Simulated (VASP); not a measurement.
Set up this calculation in VASP 6.6.1, as the native input.

```yaml
Task: single point
Functional: PBE
Potentials_or_basis: VASP PAW PBE potentials, release 64 (Ti_sv)
Cutoff: 500 eV
k_mesh: 25 × 25 × 25, shifted
Occupations: fermi-dirac, width 0.15 eV
Spin: no spin polarisation
Dipole_correction: no
Further_INCAR_settings: ALGO = Normal; EDIFF = 1e-06; NBANDS = 12
```

The structure of Ti lies in POSCAR:

```
Ti
1.0
   -1.5110942091      1.5110942091      1.5110942091
    1.5110942091     -1.5110942091      1.5110942091
    1.5110942091      1.5110942091     -1.5110942091
Ti
1
Direct
    0.0000000000      0.0000000000      0.0000000000
```

This isn't the form of Ti at room conditions, which is hcp.

One way to write it, as run:

INCAR

```
SYSTEM = Ti
  ALGO = Normal
  EDIFF = 1E-6
  ENCUT = 500
  GGA = PE
  GGA_COMPAT = .False.
  ISIF = 2
  ISMEAR = -1
  LASPH = .True.
  LCHARG = .False.
  LREAL = .False.
  LWAVE = .False.
  NBANDS = 12
  NELM = 120
  PREC = Accurate
  SIGMA = 0.15
```

KPOINTS

```
Automatic mesh
0
Gamma
  25 25 25
  0.5 0.5 0.5
```

Potentials or basis: VASP PAW PBE potentials, release 64 (Ti_sv).

Command:

```sh
$ cat potpaw_PBE.64/Ti_sv/POTCAR > POTCAR
$ mpirun -np 1 vasp_std > vasp.out
```

Results of the run:

The pressure is 34.3 GPa and the band gap on the k mesh is zero (bands 6 and 7 overlap by 1.98 eV).

Caveat: the cell stands under pressure.

It took 100 s on 1 thread of Intel Xeon 8259CL, with other jobs on the host, peak memory 0.18 GiB.
